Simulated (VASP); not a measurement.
# BN (P2_1/m) in VASP: single point with PBEsol

Aim: the single point of BN with PBEsol.

All numbers are computed with VASP 6.6.1; they aren't measurements. Logs are shortened: lines on timing, memory, paths and dates and some standing lists are left out, and cuts for length are marked.

## Step 1: The cell of the first run

The typed cell holds 8 atoms: a = 2.504 Å, b = 4.338 Å, c = 7.443 Å, α = 106.94°, β = 99.69°, γ = 90.00°.

## Step 2: Single point, PBEsol (then relaxed in part)

File INCAR:

```
PREC     = Accurate       # precision mode
ENCUT    = 520            # plane-wave cutoff, eV
EDIFF    = 1E-6           # SCF threshold, eV
ISMEAR   = 0              # smearing method
SIGMA    = 0.05           # smearing width, eV
LREAL    = False          # projectors in reciprocal space
LASPH    = True           # aspherical terms in the spheres
NELM     = 80             # most SCF steps
ALGO     = Normal         # electronic algorithm
ISIF     = 2              # what is computed and relaxed
LWAVE    = False          # write WAVECAR
LCHARG   = True           # write CHGCAR
GGA      = PS             # functional
LELF     = True           # ELF
LVHAR    = True         
NBANDS   = 26             # bands
```

File KPOINTS:

```
regular mesh
0
Gamma
  10 10 10
```

File POSCAR:

```
BN
1.0
   -2.5044704804     -0.0000100186      0.0000000000
    0.0000173527      4.3376616599      0.0000000000
    1.2522265638     -2.1688258206     -7.0091838637
B N
4 4
Direct
    0.8767241330      0.2088063170      0.7500000000
    0.3767241330      0.7088063170      0.7500000000
    0.1232758670      0.7911936830      0.2500000000
    0.6232758670      0.2911936830      0.2500000000
    0.6232610323      0.9578631129      0.2500000000
    0.1232610323      0.4578631129      0.2500000000
    0.3767389677      0.0421368871      0.7500000000
    0.8767389677      0.5421368871      0.7500000000
```

Potentials or basis: VASP PAW PBE potentials, release 64 (B, N).

Run with:

```sh
$ cat potpaw_PBE.64/B/POTCAR potpaw_PBE.64/N/POTCAR > POTCAR
$ mpirun -np 1 vasp_std > vasp.out
```

OUTCAR:

```text
PREC = Accurate
   ENCUT = 520
   EDIFF = 1E-6
   ISMEAR = 0
   LREAL = False
   LASPH = True
   NELM = 80
   ISIF = 2
   GGA = PS

 ion  position               nearest neighbor table
   1  0.877  0.209  0.750-   8 1.45   7 1.45   7 1.45
   2  0.377  0.709  0.750-   7 1.45   8 1.45   8 1.45
   3  0.123  0.791  0.250-   6 1.45   5 1.45   5 1.45
   4  0.623  0.291  0.250-   5 1.45   6 1.45   6 1.45
   5  0.623  0.958  0.250-   4 1.45   3 1.45   3 1.45
   6  0.123  0.458  0.250-   3 1.45   4 1.45   4 1.45
   7  0.377  0.042  0.750-   2 1.45   1 1.45   1 1.45
   8  0.877  0.542  0.750-   1 1.45   2 1.45   2 1.45

  LATTYP: Found a body centered orthorhombic cell.
 ALAT       =     2.5044704804
 B/A-ratio  =     1.7319675731
 C/A-ratio  =     5.5973379750

  Lattice vectors:

 A1 = (  -1.2522265638,   2.1688258206,   7.0091838637)
 A2 = (   1.2522265639,  -2.1688258207,   7.0091838637)
 A3 = (   1.2522439165,   2.1688358393,  -7.0091838637)

Analysis of symmetry for initial positions (statically):
=====================================================================
 Subroutine PRICEL returns following result:

  LATTYP: Found a base centered orthorhombic cell.
 ALAT       =     2.5044704804
 B/A-ratio  =     1.7319675731
 C/A-ratio  =     2.7986689875

  Lattice vectors:

 A1 = (  -1.2522439166,  -2.1688358393,   0.0000000000)
 A2 = (  -1.2522265639,   2.1688258206,   0.0000000000)
 A3 = (  -0.0000000000,   0.0000000000,  -7.0091838637)

   2 primitive cells build up your supercell.

 Routine SETGRP: Setting up the symmetry group for a
 body centered orthorhombic supercell.

 Subroutine GETGRP returns: Found  4 space group operations
 (whereof  2 operations were pure point group operations)
 out of a pool of  8 trial point group operations.

The static configuration has the point symmetry S_2 .
 The point group associated with its full space group is C_2h.

Analysis of symmetry for dynamics (positions and initial velocities):
=====================================================================
 Subroutine PRICEL returns following result:

  LATTYP: Found a base centered orthorhombic cell.
 ALAT       =     2.5044704804
 B/A-ratio  =     1.7319675731
 C/A-ratio  =     2.7986689875

  Lattice vectors:

 A1 = (  -1.2522439166,  -2.1688358393,   0.0000000000)
 A2 = (  -1.2522265639,   2.1688258206,   0.0000000000)
 A3 = (  -0.0000000000,   0.0000000000,  -7.0091838637)

   2 primitive cells build up your supercell.

 Routine SETGRP: Setting up the symmetry group for a
 body centered orthorhombic supercell.

 Subroutine GETGRP returns: Found  4 space group operations
 (whereof  2 operations were pure point group operations)
 out of a pool of  8 trial point group operations.

The dynamic configuration has the point symmetry S_2 .
 The point group associated with its full space group is C_2h.

 Subroutine INISYM returns: Found  4 space group operations
 (whereof  2 operations are pure point group operations),
 and found     2 'primitive' translations

----------------------------------------------------------------------------------------

                                     Primitive cell

  volume of cell :      38.0723

  direct lattice vectors                    reciprocal lattice vectors
    -1.252243917 -2.168835839  0.000000000    -0.399285078 -0.230537361  0.000000000
    -1.252226564  2.168825821  0.000000000    -0.399286922  0.230540556  0.000000000
    -0.000000000  0.000000000 -7.009183864     0.000000000  0.000000000 -0.142669963

  length of vectors
     2.504388892  2.504371539  7.009183864     0.461059701  0.461062896  0.142669963

  position of ions in fractional coordinates (direct lattice)
     0.667917816  0.335530450  0.750000000
     0.332082184  0.664469550  0.250000000
     0.665397919  0.331124145  0.250000000
     0.334602081  0.668875855  0.750000000

  ion indices of the primitive-cell ions
   primitive index   ion index
                 1           1
                 2           4
                 3           6
                 4           8

----------------------------------------------------------------------------------------

 KPOINTS: regular mesh

Automatic generation of k-mesh.
 Grid dimensions read from file:
 generate k-points for:   10   10   10

 Generating k-lattice:

  Cartesian coordinates                     Fractional coordinates (reciprocal lattice)
    -0.039928600  0.000000160 -0.007133498     0.100000000  0.000000000  0.000000000
    -0.000000092  0.023053896 -0.007133498    -0.000000000  0.100000000  0.000000000
     0.000000000  0.000000000 -0.014266996     0.000000000  0.000000000  0.100000000

  Length of vectors
     0.040560817  0.024132321  0.014266996

  Shift w.r.t. Gamma in fractional coordinates (k-lattice)
     0.000000000  0.000000000  0.000000000

 Subroutine IBZKPT returns following result:
 ===========================================

 Found    282 irreducible k-points:

 Following reciprocal coordinates:
            Coordinates               Weight
  0.000000  0.000000  0.000000      1.000000
  0.100000 -0.000000  0.000000      4.000000
  0.200000 -0.000000  0.000000      4.000000
  0.300000  0.000000  0.000000      4.000000
  0.400000 -0.000000 -0.000000      4.000000
  0.500000  0.000000  0.000000      2.000000
[... 16 lines left out ...]
 -0.400000  0.200000  0.000000      4.000000
 -0.300000  0.200000 -0.000000      4.000000
 [... further k-points ...]
   k-points           NKPTS =    282   k-points in BZ     NKDIM =    282   number of bands    NBANDS=     26
   number of dos      NEDOS =    301   number of ions     NIONS =      8
   total plane-waves  NPLWV =  35840
   dimension x,y,z NGX =    20 NGY =   32 NGZ =   56
   dimension x,y,z NGXF=    40 NGYF=   64 NGZF=  112
   ions per type =               4   4
   NGX,Y,Z   is equivalent  to a cutoff of  13.28, 12.26, 12.51 a.u.
   NGXF,Y,Z  is equivalent  to a cutoff of  26.55, 24.53, 25.02 a.u.
 SYSTEM =  unknown system
   PREC   = accura    normal or accurate (medium, high low for compatibility)
   ISTART =      0    job   : 0-new  1-cont  2-samecut
   ICHARG =      2    charge: 1-file 2-atom 10-const
   ISPIN  =      1    spin polarized calculation?
   LNONCOLLINEAR =      F non collinear calculations
   LSORBIT =      F    spin-orbit coupling
   LASPH  =      T    aspherical Exc in radial PAW
   ENCUT  =  520.0 eV  38.22 Ry    6.18 a.u.   4.66  8.07 13.84*2*pi/ulx,y,z
   NELM   =     80;   NELMIN=  2; NELMDL= -5     # of ELM steps
   EDIFF  = 0.1E-05   stopping-criterion for ELM
   LREAL  =      F    real-space projection
   EDIFFG = 0.1E-04   stopping-criterion for IOM
   NSW    =      0    number of steps for IOM
   IBRION =     -1    ionic relax: 0-MD 1-quasi-New 2-CG
   NFREE  =      0    steps in history (QN), initial steepest desc. (CG)
   ISIF   =      2    stress and relaxation
   ISYM   =      2    0-nonsym 1-usesym 2-fastsym
   POTIM  = 0.5000    time-step for ionic-motion
   TEBEG  =    0.0;   TEEND  =   0.0 temperature during run
   PSTRESS=    0.0 pullay stress
   NELECT =      32.0000    total number of electrons
   NUPDOWN=      -1.0000    fix difference up-down
   EMIN   =  10.00;   EMAX   =-10.00  energy-range for DOS
   EFERMI =   0.00;   METHOD = LEGACY
   ISMEAR =     0;   SIGMA  =   0.05  broadening in eV -4-tet -1-fermi 0-gaus
   EFERMI_NEDOS =   21; number of points for ismear=-14 and -15
   IALGO  =     38    algorithm
   IMIX   =      4    mixing-type and parameters
     AMIX     =   0.40;   BMIX     =  1.00
     AMIX_MAG =   1.60;   BMIX_MAG =  1.00
  volume/ion in A,a.u.               =       9.52        64.23
  Fermi-wavevector in a.u.,A,eV,Ry     =   1.226248  2.317274 20.458880  1.503685
  Thomas-Fermi vector in A             =   2.361256
   LORBIT       =      0    0 simple, 1 ext, 2 COOP (PROOUT), +10 PAW based schemes
   GGA     = PS    functional components
   LHFCALC =     F    Hartree Fock is set to
   AEXX    =    0.0000 exact exchange contribution
   IVDW    =     0    specifies the selected vdW correction
   LEPSILON=     F    determine dielectric tensor
   LRPA    =     F    only Hartree local field effects (RPA)
 non-spin polarized calculation
 Gauss-broadening in eV      SIGMA  =   0.05
  energy-cutoff  :      520.00
  volume of cell :       76.14
 maximum number of plane-waves:      2088
   NGX =  9   NGY = 17   NGZ = 27

 number of electron      32.0000002 magnetization

 Free energy of the ion-electron system (eV)
  ---------------------------------------------------
  ext. energy  EPLUGINS =         0.00000000
  ---------------------------------------------------
  free energy    TOTEN  =       -73.14172113 eV

  energy without entropy =      -73.14172113  energy(sigma->0) =      -73.14172113

 E-fermi :   2.0053     XC(G=0):  -9.9361

 val. band max:        1.7865399807   @ k =   0.3000   0.0000   0.3000
 cond. band min:       6.0166118516   @ k =   0.5000   0.5000   0.0000
 fundamental gap:      4.2300718710
 Fermi energy:         2.0052943155

 k-point     1 :       0.0000    0.0000    0.0000
  band No.  band energies     occupation
      1     -15.9428      2.00000
      2     -15.7441      2.00000
      3     -12.7298      2.00000
      4     -12.7298      2.00000
      5      -7.1232      2.00000
      6      -7.1232      2.00000
[... 18 lines left out ...]
     25      13.3671      0.00000
     26      13.3688      0.00000

 k-point     2 :       0.1000   -0.0000    0.0000
  band No.  band energies     occupation
      1     -15.7951      2.00000
      2     -15.6024      2.00000
      3     -12.6380      2.00000
      4     -12.6312      2.00000
      5      -7.0123      2.00000
      6      -7.0049      2.00000
[... 18 lines left out ...]
     25      13.7487      0.00000
     26      13.9711      0.00000

 k-point     3 :       0.2000   -0.0000    0.0000
  band No.  band energies     occupation
      1     -15.3603      2.00000
      2     -15.1850      2.00000
      3     -12.3971      2.00000
      4     -12.3860      2.00000
      5      -6.6846      2.00000
      6      -6.6664      2.00000
[... 18 lines left out ...]
     25      14.2144      0.00000
     26      14.2335      0.00000

 k-point     4 :       0.3000    0.0000    0.0000
  band No.  band energies     occupation
      1     -14.6688      2.00000
      2     -14.5212      2.00000
      3     -12.1631      2.00000
      4     -12.1570      2.00000
      5      -6.2539      2.00000
      6      -6.2106      2.00000
[... 18 lines left out ...]
     25      14.2435      0.00000
     26      14.3975      0.00000
[... 496 lines left out ...]
      1     -12.8494      2.00000
      2     -12.8317      2.00000
      3     -12.7949      2.00000
      4     -12.7767      2.00000
      5      -6.4496      2.00000
      6      -6.4392      2.00000
[... 18 lines left out ...]
     25      14.3751      0.00000
     26      14.3890      0.00000

 k-point    23 :      -0.4000    0.2000    0.0000
  band No.  band energies     occupation
      1     -13.6650      2.00000
      2     -13.5420      2.00000
      3     -12.3970      2.00000
      4     -12.3864      2.00000
      5      -6.6843      2.00000
      6      -6.6670      2.00000
[... 18 lines left out ...]
     25      14.0120      0.00000
     26      14.2339      0.00000

 k-point    24 :      -0.3000    0.2000   -0.0000
  band No.  band energies     occupation
      1     -14.5047      2.00000
      2     -14.3465      2.00000
      3     -12.5028      2.00000
      4     -12.4928      2.00000
      5      -6.1988      2.00000
      6      -6.1911      2.00000
[... 18 lines left out ...]
     25      13.7069      0.00000
     26      15.0321      0.00000

 [... further k-points ...]

------------------------ aborting loop because EDIFF is reached ----------------------------------------

  FORCE on cell =-STRESS in cart. coord.  units (eV):
  Direction    XX          YY          ZZ          XY          YZ          ZX
  --------------------------------------------------------------------------------------
  -------------------------------------------------------------------------------------
  Total        0.2131622      0.2280219     -0.0408695     -0.0051126      0.0000000     -0.0000000
  in kB        4.4851991      4.7978667     -0.8599459     -0.1075758      0.0000000     -0.0000000
  external PRESSURE =       2.8077066 kB  Pullay stress =       0.0000000 kB

 VOLUME and BASIS-vectors are now :
 -----------------------------------------------------------------------------
  energy-cutoff  :      520.00
  volume of cell :       76.14
      direct lattice vectors                 reciprocal lattice vectors
    -2.504470480 -0.000010019  0.000000000    -0.399286000  0.000001597 -0.071334981
     0.000017353  4.337661660  0.000000000    -0.000000922  0.230538958 -0.071334981
     1.252226564 -2.168825821 -7.009183864     0.000000000  0.000000000 -0.142669963

 POSITION                                       TOTAL-FORCE (eV/Angst)
 -----------------------------------------------------------------------------------
     -1.25656     -0.72090     -5.25689        -0.001539     -0.001157     -0.000000
     -0.00431      1.44794     -5.25689        -0.001539     -0.001157     -0.000000
      0.00433      2.88972     -1.75230         0.001539      0.001157      0.000000
     -1.24791      0.72089     -1.75230         0.001539      0.001157      0.000000
     -1.24787      3.61267     -1.75230        -0.001992     -0.000986     -0.000000
      0.00436      1.44385     -1.75230        -0.001992     -0.000986      0.000000
     -0.00436     -1.44385     -5.25689         0.001992      0.000986     -0.000000
     -1.25659      0.72498     -5.25689         0.001992      0.000986      0.000000
 -----------------------------------------------------------------------------------
    total drift:                                0.000000      0.000000     -0.000000

  FREE ENERGIE OF THE ION-ELECTRON SYSTEM (eV)
  ---------------------------------------------------
  free  energy   TOTEN  =       -73.1417211306 eV

  energy  without entropy=      -73.1417211306  energy(sigma->0) =      -73.14172113
```

Run time: 12 min. Hardware: 1 thread of Intel Xeon 8259CL, shared host; peak memory 0.49 GiB.

What came out:

| Property | Result |
| --- | --- |
| Free energy | -73.1417 eV |
| Pressure | 0.3 GPa |
| Band gap on the k mesh | 4.23 eV |

Forces on the atoms (eV/Å):
```
B   -0.002 -0.001  0.000
B   -0.002 -0.001  0.000
B    0.002  0.001  0.000
B    0.002  0.001  0.000
N   -0.002 -0.001  0.000
N   -0.002 -0.001  0.000
N    0.002  0.001  0.000
N    0.002  0.001  0.000
```

Levels at points of the mesh, in eV from the valence-band top:
| k point | band 13 | band 14 | band 15 | band 16 | band 17 | band 18 | band 19 | band 20 |
| --- | --- | --- | --- | --- | --- | --- | --- | --- |
| (0.00, 0.00, 0.00) | -1.31 | -1.30 | -0.94 | -0.94 | 4.65 | 4.65 | 4.75 | 9.51 |
| (0.50, 0.00, 0.00) | -1.51 | -1.51 | -0.81 | -0.81 | 5.56 | 5.56 | 5.81 | 5.81 |
| (0.00, 0.50, 0.00) | -2.96 | -2.96 | -2.93 | -2.93 | 7.02 | 7.02 | 8.35 | 8.35 |
| (0.50, 0.50, 0.00) | -1.33 | -0.94 | -0.94 | -0.56 | 4.23 | 4.65 | 4.65 | 5.36 |
| (0.00, 0.00, 0.50) | -1.32 | -1.32 | -1.32 | -0.57 | 4.23 | 5.36 | 6.86 | 6.86 |
| (0.50, 0.50, 0.50) | -1.33 | -0.94 | -0.94 | -0.57 | 4.25 | 4.65 | 4.65 | 5.34 |

Caveat: the cell differs from its parent crystal (then relaxed in part); the PAW data sets were made with another functional, which shifts forces and pressure a little; this functional lacks dispersion, which binds the layers, so the pressure and a relaxed spacing across them are unreliable. A k mesh can miss the band edges.
